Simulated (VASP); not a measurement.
# WSe2 in VASP: single point with PBE

Aim: the single point of WSe2 with PBE.

Everything below comes from runs of VASP 6.6.1. Logs are shortened: lines on timing, memory, paths and dates and some standing lists are left out, and cuts for length are marked.

## Step 1: The cell of the first run

The cell holds a slab with vacuum, 48 atoms: a = 13.272 Å, b = 13.272 Å, c = 16.985 Å, α = 78.74°, β = 84.39°, γ = 60.00°.

## Step 2: Single point, PBE

The input, INCAR:

```
ALGO = Normal
EDIFF = 1E-7
ENCUT = 520
GGA = PE
ISIF = 2
ISMEAR = 0
LASPH = True
LCHARG = True
LELF = True
LREAL = Auto
LVHAR = True
LWAVE = False
NBANDS = 238
NELM = 80
PREC = Accurate
SIGMA = 0.05
```

The input, KPOINTS:

```
k-points
0
Gamma
  1 1 1
```

The input, POSCAR:

```
WSe2
1.0
   -6.6358750000     11.4936720000      0.0000010000
    6.6358760000     11.4936720000      0.0000020000
    1.6589690000      2.8734180000    -16.6581420000
W Se
16 32
Direct
    0.5000000000      0.0000000000      0.0000000000
    0.5000000000      0.2500000000      0.0000000000
    0.7500000000      0.0000000000      0.0000000000
    0.0000000000      0.0000000000      0.0000000000
    0.0000000000      0.2500000000      0.0000000000
    0.0000000000      0.5000000000      0.0000000000
    0.0000000000      0.7500000000      0.0000000000
    0.2500000000      0.0000000000      0.0000000000
    0.2500000000      0.2500000000      0.0000000000
    0.2500000000      0.5000000000      0.0000000000
    0.5000000000      0.5000000000      0.0000000000
    0.5000000000      0.7500000000      0.0000000000
    0.7500000000      0.2500000000      0.0000000000
    0.7500000000      0.5000000000      0.0000000000
    0.7500000000      0.7500000000      0.0000000000
    0.2500000000      0.7500000000      0.0000000000
    0.8333330000      0.1082800000      0.9002140000
    0.3333330000      0.1082800000      0.9002140000
    0.3333330000      0.3582800000      0.9002140000
    0.3333330000      0.6082800000      0.9002140000
    0.5833330000      0.1082800000      0.9002140000
    0.5833330000      0.3582800000      0.9002140000
    0.8333330000      0.3582800000      0.9002140000
    0.8333330000      0.6082800000      0.9002140000
    0.8333330000      0.8582800000      0.9002140000
    0.0833330000      0.1082800000      0.9002140000
    0.0833330000      0.3582800000      0.9002140000
    0.0833330000      0.6082800000      0.9002140000
    0.0833330000      0.8582800000      0.9002140000
    0.3333330000      0.8582800000      0.9002140000
    0.5833330000      0.6082800000      0.9002140000
    0.5833330000      0.8582800000      0.9002140000
    0.8333330000      0.0583870000      0.0997860000
    0.3333330000      0.0583870000      0.0997860000
    0.3333330000      0.3083870000      0.0997860000
    0.3333330000      0.5583870000      0.0997860000
    0.5833330000      0.0583870000      0.0997860000
    0.5833330000      0.3083870000      0.0997860000
    0.8333330000      0.3083870000      0.0997860000
    0.8333330000      0.5583870000      0.0997860000
    0.8333330000      0.8083870000      0.0997860000
    0.0833330000      0.0583870000      0.0997860000
    0.0833330000      0.3083870000      0.0997860000
    0.0833330000      0.5583870000      0.0997860000
    0.0833330000      0.8083870000      0.0997860000
    0.3333330000      0.8083870000      0.0997860000
    0.5833330000      0.5583870000      0.0997860000
    0.5833330000      0.8083870000      0.0997860000
```

Potentials or basis: VASP PAW PBE potentials, release 64 (W_sv, Se).

On the command line:

```console
$ cat potpaw_PBE.64/W_sv/POTCAR potpaw_PBE.64/Se/POTCAR > POTCAR
$ mpirun -np 1 vasp_gam > vasp.out
```

OUTCAR:

```text
EDIFF = 1E-7
   ENCUT = 520
   GGA = PE
   ISIF = 2
   ISMEAR = 0
   LASPH = True
   LREAL = Auto
   NELM = 80
   PREC = Accurate

 ion  position               nearest neighbor table
   1  0.500  0.000  0.000-  37 2.54  32 2.54  21 2.54  48 2.54  34 2.54  18 2.54   3 3.32   8 3.32
                             2 3.32  12 3.32   9 3.32  15 3.32
   2  0.500  0.250  0.000-  38 2.54  21 2.54  22 2.54  37 2.54  35 2.54  19 2.54   9 3.32  13 3.32
                            11 3.32   1 3.32   3 3.32  10 3.32
   3  0.750  0.000  0.000-  33 2.54  25 2.54  17 2.54  41 2.54  37 2.54  21 2.54   1 3.32   4 3.32
                            13 3.32  15 3.32   2 3.32   7 3.32
   4  0.000  0.000  0.000-  42 2.54  29 2.54  26 2.54  45 2.54  33 2.54  17 2.54   3 3.32   8 3.32
                             7 3.32   5 3.32  13 3.32  16 3.32
   5  0.000  0.250  0.000-  43 2.54  26 2.54  27 2.54  42 2.54  39 2.54  23 2.54   9 3.32  13 3.32
                             4 3.32   6 3.32   8 3.32  14 3.32
   6  0.000  0.500  0.000-  44 2.54  27 2.54  28 2.54  43 2.54  40 2.54  24 2.54  10 3.32  14 3.32
                             5 3.32   7 3.32   9 3.32  15 3.32
   7  0.000  0.750  0.000-  45 2.54  28 2.54  29 2.54  44 2.54  41 2.54  25 2.54  15 3.32  16 3.32
                             4 3.32   6 3.32   3 3.32  10 3.32
   8  0.250  0.000  0.000-  34 2.54  30 2.54  18 2.54  46 2.54  42 2.54  26 2.54   1 3.32   4 3.32
                             9 3.32  16 3.32  12 3.32   5 3.32
   9  0.250  0.250  0.000-  35 2.54  18 2.54  19 2.54  34 2.54  43 2.54  27 2.54   2 3.32   5 3.32
[... 45 lines left out ...]
  47  0.583  0.558  0.100-  11 2.54  12 2.54  14 2.54
  48  0.583  0.808  0.100-  12 2.54   1 2.54  15 2.54

  LATTYP: Found a base centered monoclinic cell.
 ALAT       =    13.2717499348
 B/A-ratio  =     1.7320508567
 C/A-ratio  =     1.2798130317
 COS(beta)  =    -0.1953408855

  Lattice vectors:

 A1 = (   6.6358750000, -11.4936720000,  -0.0000010000)
 A2 = ( -13.2717510000,   0.0000000000,  -0.0000010000)
 A3 = (   1.6589690000,   2.8734180000, -16.6581420000)

Analysis of symmetry for initial positions (statically):
=====================================================================
 Subroutine PRICEL returns following result:

  LATTYP: Found a hexagonal cell.
 ALAT       =     3.3179373587
 C/A-ratio  =     5.0206320069

  Lattice vectors:

 A1 = (   1.6589687500,  -2.8734180000,  -0.0000002500)
 A2 = (  -3.3179377500,   0.0000000000,  -0.0000002500)
 A3 = (   0.0000000000,   0.0000000000, -16.6581425000)

  16 primitive cells build up your supercell.

 Routine SETGRP: Setting up the symmetry group for a
 base centered monoclinic supercell.

[... 115 lines left out ...]
   POTIM  = 0.5000    time-step for ionic-motion
   TEBEG  =    0.0;   TEEND  =   0.0 temperature during run
   PSTRESS=    0.0 pullay stress
   NELECT =     416.0000    total number of electrons
   NUPDOWN=      -1.0000    fix difference up-down
   EMIN   =  10.00;   EMAX   =-10.00  energy-range for DOS
   EFERMI =   0.00;   METHOD = LEGACY
   ISMEAR =     0;   SIGMA  =   0.05  broadening in eV -4-tet -1-fermi 0-gaus
   EFERMI_NEDOS =   21; number of points for ismear=-14 and -15
   IALGO  =     38    algorithm
   IMIX   =      4    mixing-type and parameters
     AMIX     =   0.40;   BMIX     =  1.00
     AMIX_MAG =   1.60;   BMIX_MAG =  1.00
  volume/ion in A,a.u.               =      52.94       357.25
  Fermi-wavevector in a.u.,A,eV,Ry     =   0.895574  1.692389 10.912587  0.802053
  Thomas-Fermi vector in A             =   2.017923
   LORBIT       =      0    0 simple, 1 ext, 2 COOP (PROOUT), +10 PAW based schemes
   GGA     = PE    functional components
   LHFCALC =     F    Hartree Fock is set to
   AEXX    =    0.0000 exact exchange contribution
   IVDW    =     0    specifies the selected vdW correction
   LEPSILON=     F    determine dielectric tensor
   LRPA    =     F    only Hartree local field effects (RPA)
 non-spin polarized calculation
 Gauss-broadening in eV      SIGMA  =   0.05
  energy-cutoff  :      520.00
  volume of cell :     2541.05
 maximum number of plane-waves:     34198
 NGX is ok and might be reduce to    98
   NGX = 49   NGY = 49   NGZ = 63

 number of electron     415.9999955 magnetization

 Free energy of the ion-electron system (eV)
  ---------------------------------------------------
  ext. energy  EPLUGINS =         0.00000000
  ---------------------------------------------------
  free energy    TOTEN  =      -346.70175748 eV

  energy without entropy =     -346.70175748  energy(sigma->0) =     -346.70175748

 E-fermi :  -0.6887     XC(G=0):  -4.7680

 val. band max:       -1.1254880191   @ k =   0.0000   0.0000   0.0000
 cond. band min:       1.1341136289   @ k =   0.0000   0.0000   0.0000
 fundamental gap:      2.2596016480
 Fermi energy:        -0.6886970546

 k-point     1 :       0.0000    0.0000    0.0000
  band No.  band energies     occupation
      1     -74.8959      2.00000
      2     -74.8913      2.00000
      3     -74.8913      2.00000
      4     -74.8913      2.00000
      5     -74.8913      2.00000
      6     -74.8913      2.00000
[... 212 lines left out ...]
    219       1.2251      0.00000
    220       1.2251      0.00000
 [bands above 220 left out]

------------------------ aborting loop because EDIFF is reached ----------------------------------------

  FORCE on cell =-STRESS in cart. coord.  units (eV):
  Direction    XX          YY          ZZ          XY          YZ          ZX
  --------------------------------------------------------------------------------------
  -------------------------------------------------------------------------------------
  Total        7.2297285      7.2641844     15.5989826      0.0298417     -0.0082527     -0.0047651
  in kB        4.5584687      4.5801937      9.8354279      0.0188157     -0.0052035     -0.0030044
  external PRESSURE =       6.3246968 kB  Pullay stress =       0.0000000 kB

 VOLUME and BASIS-vectors are now :
 -----------------------------------------------------------------------------
  energy-cutoff  :      520.00
  volume of cell :     2541.05
      direct lattice vectors                 reciprocal lattice vectors
    -6.635875000 11.493672000  0.000001000    -0.075348008  0.043502202  0.000000000
     6.635876000 11.493672000  0.000002000     0.075348007  0.043502193  0.015007676
     1.658969000  2.873418000-16.658142000     0.000000005  0.000000008 -0.060030703

 POSITION                                       TOTAL-FORCE (eV/Angst)
 -----------------------------------------------------------------------------------
     -3.31794      5.74684      0.00000        -0.005363      0.003096     -0.000000
     -1.65897      8.62025      0.00000        -0.005363      0.003096     -0.000000
     -4.97691      8.62025      0.00000        -0.005363      0.003096     -0.000000
      0.00000      0.00000      0.00000        -0.005363      0.003096     -0.000000
      1.65897      2.87342      0.00000        -0.005363      0.003096     -0.000000
      3.31794      5.74684      0.00000        -0.005363      0.003096     -0.000000
[... 40 lines left out ...]
      0.00000     13.40928     -1.66225         0.000746     -0.004901     -0.293872
      1.65897     16.28270     -1.66225         0.000746     -0.004901     -0.293872
 -----------------------------------------------------------------------------------
    total drift:                                0.246933     -0.142660      0.000000

  FREE ENERGIE OF THE ION-ELECTRON SYSTEM (eV)
  ---------------------------------------------------
  free  energy   TOTEN  =      -346.7017574751 eV

  energy  without entropy=     -346.7017574751  energy(sigma->0) =     -346.70175748
```

OSZICAR:

```text
N       E                     dE             d eps       ncg     rms          rms(c)
DAV:   1     0.501883949844E+04    0.50188E+04   -0.22548E+05   572   0.155E+03
DAV:   2     0.133972280395E+03   -0.48849E+04   -0.48075E+04   650   0.381E+02
DAV:   3    -0.338784200157E+03   -0.47276E+03   -0.46771E+03   552   0.115E+02
[... 16 lines left out ...]
DAV:  20    -0.346701749134E+03   -0.30864E-04   -0.12540E-06   416   0.978E-04    0.107E-03
DAV:  21    -0.346701756269E+03   -0.71351E-05   -0.43988E-07   416   0.112E-03    0.128E-03
DAV:  22    -0.346701757163E+03   -0.89421E-06    0.54739E-08   336   0.345E-04    0.396E-04
DAV:  23    -0.346701757472E+03   -0.30910E-06    0.75671E-08   336   0.171E-04    0.960E-05
DAV:  24    -0.346701757475E+03   -0.27649E-08    0.89221E-08   328   0.862E-05
   1 F= -.34670176E+03 E0= -.34670176E+03  d E =-.202961E-34
```

It took 27 min on 1 thread of AMD EPYC 7R43 (Zen 3), shared host; peak memory 1.9 GiB.

What came out:

* Free energy: -346.7018 eV
* Largest force: 0.294 eV/Å
* Band gap on the k mesh: 2.26 eV

Forces on the atoms (eV/Å):
```
W   -0.005  0.003  0.000
W   -0.005  0.003  0.000
W   -0.005  0.003  0.000
W   -0.005  0.003  0.000
W   -0.005  0.003  0.000
W   -0.005  0.003  0.000
W   -0.005  0.003  0.000
W   -0.005  0.003  0.000
W   -0.005  0.003  0.000
W   -0.005  0.003  0.000
W   -0.005  0.003  0.000
W   -0.005  0.003  0.000
W   -0.005  0.003  0.000
W   -0.005  0.003  0.000
W   -0.005  0.003  0.000
W   -0.005  0.003  0.000
Se   0.005  0.002  0.294
Se   0.005  0.002  0.294
Se   0.005  0.002  0.294
Se   0.005  0.002  0.294
Se   0.005  0.002  0.294
Se   0.005  0.002  0.294
Se   0.005  0.002  0.294
Se   0.005  0.002  0.294
Se   0.005  0.002  0.294
Se   0.005  0.002  0.294
Se   0.005  0.002  0.294
Se   0.005  0.002  0.294
Se   0.005  0.002  0.294
Se   0.005  0.002  0.294
Se   0.005  0.002  0.294
Se   0.005  0.002  0.294
Se   0.001 -0.005 -0.294
Se   0.001 -0.005 -0.294
Se   0.001 -0.005 -0.294
Se   0.001 -0.005 -0.294
Se   0.001 -0.005 -0.294
Se   0.001 -0.005 -0.294
Se   0.001 -0.005 -0.294
Se   0.001 -0.005 -0.294
Se   0.001 -0.005 -0.294
Se   0.001 -0.005 -0.294
Se   0.001 -0.005 -0.294
Se   0.001 -0.005 -0.294
Se   0.001 -0.005 -0.294
Se   0.001 -0.005 -0.294
Se   0.001 -0.005 -0.294
Se   0.001 -0.005 -0.294
```

Levels at points of the mesh, in eV from the valence-band top:
```csv
k point,band 206,band 207,band 208,band 209,band 210,band 211
"(0.00, 0.00, 0.00)",-0.24,-0.24,0.00,2.26,2.26,2.26
```

Caveat: the k points lie up to 0.55 Å⁻¹ apart; spin-orbit coupling is left out, which moves the levels of the heavy elements.
